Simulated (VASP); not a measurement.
A run of VASP 6.6.1 is set up as follows.

Contents of POSCAR:

```
ZnSe
1.0
    0.0000000000      2.8659201947      2.8659201947
    2.8659201947      0.0000000000      2.8659201947
    2.8659201947      2.8659201947      0.0000000000
Zn Se
1 1
Direct
    0.0000000000      0.0000000000      0.0000000000
    0.2500000000      0.2500000000      0.2500000000
```

File INCAR.step1:

```
SYSTEM = ZnSe
PREC = Accurate ; ENCUT = 600
ISMEAR = -1 ; SIGMA = 0.02
LREAL = .FALSE. ; LASPH = .TRUE.
NELM = 100 ; GGA = PE
ALGO = Normal ; EDIFF = 1E-4
LWAVE = .TRUE. ; LCHARG = .FALSE.
```

File INCAR.step2:

```
SYSTEM = ZnSe
PREC = Accurate ; ENCUT = 600
EDIFF = 1E-6 ; ISMEAR = -1
SIGMA = 0.02 ; LREAL = .FALSE.
LASPH = .TRUE. ; NELM = 100
ALGO = Normal ; ISIF = 3
LWAVE = .FALSE. ; LCHARG = .FALSE.
METAGGA = R2SCAN ; LMIXTAU = .TRUE.
IBRION = 2 ; NSW = 80
EDIFFG = -0.005 ; ISTART = 1
```

KPOINTS

```
regular mesh
0
G
  8 8 8
  0 0 0
```

Potentials or basis: VASP PAW PBE potentials, release 64 (Zn, Se).

The run is started by

```bash
$ cat potpaw_PBE.64/Zn/POTCAR potpaw_PBE.64/Se/POTCAR > POTCAR
$ cp INCAR.step1 INCAR
$ mpirun -np 1 vasp_std > vasp.out
$ cp INCAR.step2 INCAR
$ mpirun -np 1 vasp_std > vasp.out
```

Problem. Predict the space group after relaxing (to 0.1 Å).

Solution. F-43m (No. 216).

Problem. What does it give for the band gap on the k mesh?

Solution. 1.87 eV.

Step by step:
```csv
step,energy change (eV),largest force (eV/Å),pressure (GPa),volume (Å³)
1,0.0000,0.0000,-2.09,47.08
2,-0.0105,0.0000,0.70,45.02
3,-0.0113,0.0000,0.07,45.44
4,-0.0113,0.0000,0.00,45.50
```

Caveat: the PAW data sets were made with another functional, which shifts forces and pressure a little. r2SCAN opens gaps a little over a GGA but as a rule still falls short of measured ones.
